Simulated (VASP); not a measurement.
# Cu (I4/mmm) in VASP: notebook

Cu is run at these levels: r2SCAN; tasks: single point.

Everything below comes from runs of VASP 6.6.1. Logs are shortened: lines on timing, memory, paths and dates and some standing lists are left out, and cuts for length are marked.

## Step 1: The cell of the first run

The typed cell holds 1 atom: a = 2.422 Å, b = 2.422 Å, c = 2.422 Å, α = 109.42°, β = 109.42°, γ = 109.58°.

This isn't the form of Cu at room conditions, which is fcc.

## Step 2: Single point, r2SCAN (strain -0.030 along x and y, +0.015 along z)

Input file POSCAR:

```
Cu
1.0
   -1.3995095204      1.3995095204      1.3967226717
    1.3995095204     -1.3995095204      1.3967226717
    1.3995095204      1.3995095204     -1.3967226717
Cu
1
Direct
    0.0000000000      0.0000000000      0.0000000000
```

Input file INCAR.step1:

```
PREC = Accurate
ENCUT = 520
ISMEAR = 0
SIGMA = 0.15
LREAL = False
LASPH = True
NELM = 60
NBANDS = 12
GGA = PE
ALGO = Normal
EDIFF = 1E-4
LWAVE = True
LCHARG = False
```

Input file INCAR.step2:

```
PREC = Accurate
ENCUT = 520
EDIFF = 1E-6
ISMEAR = 0
SIGMA = 0.15
LREAL = False
LASPH = True
NELM = 60
ALGO = Normal
ISIF = 2
LWAVE = False
LCHARG = True
METAGGA = R2SCAN
LMIXTAU = True
LELF = True
LVHAR = True
NBANDS = 12
ISTART = 1
```

Input file KPOINTS:

```
Automatic mesh
0
Gamma
  24 24 24
```

Potentials or basis: VASP PAW PBE potentials, release 64 (Cu).

Command:

```console
$ cat potpaw_PBE.64/Cu/POTCAR > POTCAR
$ cp INCAR.step1 INCAR
$ mpirun -np 1 vasp_std > vasp.out
$ cp INCAR.step2 INCAR
$ mpirun -np 1 vasp_std > vasp.out
```

OUTCAR:

```text
PREC = Accurate
   ENCUT = 520
   EDIFF = 1E-6
   ISMEAR = 0
   LREAL = False
   LASPH = True
   NELM = 60
   ISIF = 2
   METAGGA = R2SCAN
   ISTART = 1

 ion  position               nearest neighbor table
   1  0.000  0.000  0.000-

  LATTYP: Found a body centered tetragonal cell.
 ALAT       =     2.7990190408
 C/A-ratio  =     0.9980086961

  Lattice vectors:

 A1 = (  -1.3995095204,   1.3995095204,   1.3967226717)
 A2 = (   1.3995095204,  -1.3995095204,   1.3967226717)
 A3 = (   1.3995095204,   1.3995095204,  -1.3967226717)

Analysis of symmetry for initial positions (statically):
=====================================================================
 Subroutine PRICEL returns:
 Original cell was already a primitive cell.

 Routine SETGRP: Setting up the symmetry group for a
 body centered tetragonal supercell.

 Subroutine GETGRP returns: Found 16 space group operations
 (whereof 16 operations were pure point group operations)
 out of a pool of 16 trial point group operations.

The static configuration has the point symmetry D_4h.

Analysis of symmetry for dynamics (positions and initial velocities):
=====================================================================
 Subroutine PRICEL returns:
 Original cell was already a primitive cell.

 Routine SETGRP: Setting up the symmetry group for a
 body centered tetragonal supercell.

 Subroutine GETGRP returns: Found 16 space group operations
 (whereof 16 operations were pure point group operations)
 out of a pool of 16 trial point group operations.

The dynamic configuration has the point symmetry D_4h.

 Subroutine INISYM returns: Found 16 space group operations
 (whereof 16 operations are pure point group operations),
 and found     1 'primitive' translations

----------------------------------------------------------------------------------------

                                     Primitive cell

  volume of cell :      10.9426

  direct lattice vectors                    reciprocal lattice vectors
    -1.399509520  1.399509520  1.396722672     0.000000000  0.357268023  0.357980872
     1.399509520 -1.399509520  1.396722672     0.357268023  0.000000000  0.357980872
     1.399509520  1.399509520 -1.396722672     0.357268023  0.357268023  0.000000000

  length of vectors
     2.422413676  2.422413676  2.422413676     0.505757595  0.505757595  0.505253284

  position of ions in fractional coordinates (direct lattice)
     0.000000000  0.000000000  0.000000000

  ion indices of the primitive-cell ions
   primitive index   ion index
                 1           1

----------------------------------------------------------------------------------------

 KPOINTS: Automatic mesh

Automatic generation of k-mesh.
 Grid dimensions read from file:
 generate k-points for:   24   24   24

 Generating k-lattice:

  Cartesian coordinates                     Fractional coordinates (reciprocal lattice)
     0.000000000  0.014886168  0.014915870     0.041666667  0.000000000  0.000000000
     0.014886168  0.000000000  0.014915870     0.000000000  0.041666667  0.000000000
     0.014886168  0.014886168  0.000000000     0.000000000  0.000000000  0.041666667

  Length of vectors
     0.021073233  0.021073233  0.021052220

  Shift w.r.t. Gamma in fractional coordinates (k-lattice)
     0.000000000  0.000000000  0.000000000

 Subroutine IBZKPT returns following result:
 ===========================================

 Found   1063 irreducible k-points:

 Following reciprocal coordinates:
            Coordinates               Weight
  0.000000  0.000000  0.000000      1.000000
  0.041667  0.000000  0.000000      8.000000
  0.083333 -0.000000  0.000000      8.000000
  0.125000  0.000000  0.000000      8.000000
  0.166667  0.000000  0.000000      8.000000
  0.208333  0.000000  0.000000      8.000000
[... 16 lines left out ...]
  0.416667  0.041667  0.000000     16.000000
  0.458333  0.041667  0.000000     16.000000
 [... further k-points ...]
   k-points           NKPTS =   1063   k-points in BZ     NKDIM =   1063   number of bands    NBANDS=     12
   number of dos      NEDOS =    301   number of ions     NIONS =      1
   total plane-waves  NPLWV =   5832
   dimension x,y,z NGX =    18 NGY =   18 NGZ =   18
   dimension x,y,z NGXF=    36 NGYF=   36 NGZF=   36
   ions per type =               1
   NGX,Y,Z   is equivalent  to a cutoff of  12.35, 12.35, 12.35 a.u.
   NGXF,Y,Z  is equivalent  to a cutoff of  24.71, 24.71, 24.71 a.u.
 SYSTEM =  unknown system
   PREC   = accura    normal or accurate (medium, high low for compatibility)
   ISTART =      1    job   : 0-new  1-cont  2-samecut
   ICHARG =      0    charge: 1-file 2-atom 10-const
   ISPIN  =      1    spin polarized calculation?
   LNONCOLLINEAR =      F non collinear calculations
   LSORBIT =      F    spin-orbit coupling
   LASPH  =      T    aspherical Exc in radial PAW
   ENCUT  =  520.0 eV  38.22 Ry    6.18 a.u.   4.50  4.50  4.50*2*pi/ulx,y,z
   NELM   =     60;   NELMIN=  2; NELMDL=  0     # of ELM steps
   EDIFF  = 0.1E-05   stopping-criterion for ELM
   LREAL  =      F    real-space projection
   EDIFFG = 0.1E-04   stopping-criterion for IOM
   NSW    =      0    number of steps for IOM
   IBRION =     -1    ionic relax: 0-MD 1-quasi-New 2-CG
   NFREE  =      0    steps in history (QN), initial steepest desc. (CG)
   ISIF   =      2    stress and relaxation
   ISYM   =      2    0-nonsym 1-usesym 2-fastsym
   POTIM  = 0.5000    time-step for ionic-motion
   TEBEG  =    0.0;   TEEND  =   0.0 temperature during run
   PSTRESS=    0.0 pullay stress
   NELECT =      11.0000    total number of electrons
   NUPDOWN=      -1.0000    fix difference up-down
   EMIN   =  10.00;   EMAX   =-10.00  energy-range for DOS
   EFERMI =   0.00;   METHOD = LEGACY
   ISMEAR =     0;   SIGMA  =   0.15  broadening in eV -4-tet -1-fermi 0-gaus
   EFERMI_NEDOS =   21; number of points for ismear=-14 and -15
   IALGO  =     38    algorithm
   IMIX   =      4    mixing-type and parameters
     AMIX     =   0.40;   BMIX     =  1.00
     AMIX_MAG =   1.60;   BMIX_MAG =  1.00
  volume/ion in A,a.u.               =      10.94        73.84
  Fermi-wavevector in a.u.,A,eV,Ry     =   1.639954  3.099064 36.592193  2.689450
  Thomas-Fermi vector in A             =   2.730674
   LORBIT       =      0    0 simple, 1 ext, 2 COOP (PROOUT), +10 PAW based schemes
   METAGGA = R2SCAN    functional components
   LHFCALC =     F    Hartree Fock is set to
   AEXX    =    0.0000 exact exchange contribution
   IVDW    =     0    specifies the selected vdW correction
   LEPSILON=     F    determine dielectric tensor
   LRPA    =     F    only Hartree local field effects (RPA)
 non-spin polarized calculation
 Gauss-broadening in eV      SIGMA  =   0.15
  energy-cutoff  :      520.00
  volume of cell :       10.94
 maximum number of plane-waves:       321
   NGX =  9   NGY =  9   NGZ =  9

 number of electron      11.0000020 magnetization

 Free energy of the ion-electron system (eV)
  ---------------------------------------------------
  ext. energy  EPLUGINS =         0.00000000
  ---------------------------------------------------
  free energy    TOTEN  =       -10.77520489 eV

  energy without entropy =      -10.77109894  energy(sigma->0) =      -10.77315191

 E-fermi :   8.3812     XC(G=0): -14.2709

 val. band max:        8.3810987040   @ k =   0.2917   0.1250   0.0833
 cond. band min:       8.3863988792   @ k =  -0.2083  -0.3333   0.0833
 fundamental gap:      0.0053001752
 Fermi energy:         8.3812453045

 k-point     1 :       0.0000    0.0000    0.0000
  band No.  band energies     occupation
      1      -1.9104      2.00000
      2       4.8923      2.00000
      3       4.9007      2.00000
      4       4.9009      2.00000
      5       6.0236      2.00000
      6       6.0323      2.00000
      7      35.1674      0.00000
      8      35.1675      0.00000
      9      35.2173      0.00000
     10      39.7605      0.00000
     11      39.8033      0.00000
     12      40.1074      0.00000

 k-point     2 :       0.0417    0.0000    0.0000
  band No.  band energies     occupation
      1      -1.8367      2.00000
      2       4.8815      2.00000
      3       4.9001      2.00000
      4       4.9262      2.00000
      5       6.0143      2.00000
      6       6.0280      2.00000
      7      34.4026      0.00000
      8      34.9984      0.00000
      9      35.0207      0.00000
     10      38.7565      0.00000
     11      38.7584      0.00000
     12      38.7862      0.00000

 k-point     3 :       0.0833   -0.0000    0.0000
  band No.  band energies     occupation
      1      -1.6172      2.00000
      2       4.8389      2.00000
      3       4.8958      2.00000
      4       5.0125      2.00000
      5       5.9758      2.00000
      6       6.0307      2.00000
      7      32.5475      0.00000
      8      34.4295      0.00000
      9      34.5790      0.00000
     10      37.1669      0.00000
     11      37.7355      0.00000
     12      38.1908      0.00000
[... 286 lines left out ...]
 k-point    23 :       0.4167    0.0417    0.0000
  band No.  band energies     occupation
      1       2.6808      2.00000
      2       4.1062      2.00000
      3       5.9367      2.00000
      4       6.0666      2.00000
      5       6.5062      2.00000
      6       7.2957      2.00000
      7      14.5325      0.00000
      8      26.8401      0.00000
      9      27.8511      0.00000
     10      32.0969      0.00000
     11      35.4985      0.00000
     12      44.1340      0.00000

 k-point    24 :       0.4583    0.0417    0.0000
  band No.  band energies     occupation
      1       2.7356      2.00000
      2       4.0798      2.00000
      3       5.9870      2.00000
      4       6.0826      2.00000
      5       6.6743      2.00000
      6       7.7930      2.00000
      7      13.5597      0.00000
      8      26.6675      0.00000
      9      27.6376      0.00000
     10      32.0267      0.00000
     11      35.4763      0.00000
     12      44.4459      0.00000

 [... further k-points ...]

------------------------ aborting loop because EDIFF is reached ----------------------------------------

  FORCE on cell =-STRESS in cart. coord.  units (eV):
  Direction    XX          YY          ZZ          XY          YZ          ZX
  --------------------------------------------------------------------------------------
  -------------------------------------------------------------------------------------
  Total        0.6322893      0.6322893      0.6322093      0.0000000      0.0000000      0.0000000
  in kB       92.5773048     92.5773048     92.5655874      0.0000000      0.0000000      0.0000000
  external PRESSURE =      92.5733990 kB  Pullay stress =       0.0000000 kB

 VOLUME and BASIS-vectors are now :
 -----------------------------------------------------------------------------
  energy-cutoff  :      520.00
  volume of cell :       10.94
      direct lattice vectors                 reciprocal lattice vectors
    -1.399509520  1.399509520  1.396722672     0.000000000  0.357268023  0.357980872
     1.399509520 -1.399509520  1.396722672     0.357268023  0.000000000  0.357980872
     1.399509520  1.399509520 -1.396722672     0.357268023  0.357268023  0.000000000

 POSITION                                       TOTAL-FORCE (eV/Angst)
 -----------------------------------------------------------------------------------
      0.00000      0.00000      0.00000        -0.000000     -0.000000      0.000000
 -----------------------------------------------------------------------------------
    total drift:                                0.000000     -0.000000      0.000000

  FREE ENERGIE OF THE ION-ELECTRON SYSTEM (eV)
  ---------------------------------------------------
  free  energy   TOTEN  =       -10.7752048906 eV

  energy  without entropy=      -10.7710989350  energy(sigma->0) =      -10.77315191
```

It took 4.3 min on 1 thread of AMD EPYC 9R45 (Zen 5), shared host; peak memory 0.21 GiB.

Results:

* Free energy: -10.7752 eV
* Pressure: 9.3 GPa
* Band gap on the k mesh: zero (an odd number of electrons rules out a gap without spin polarisation)

Caveat: the cell differs from its parent crystal (strain -0.030 along x and y, +0.015 along z); the cell stands under pressure; the PAW data sets were made with another functional, which shifts forces and pressure a little.

[end of part 1 of 2]
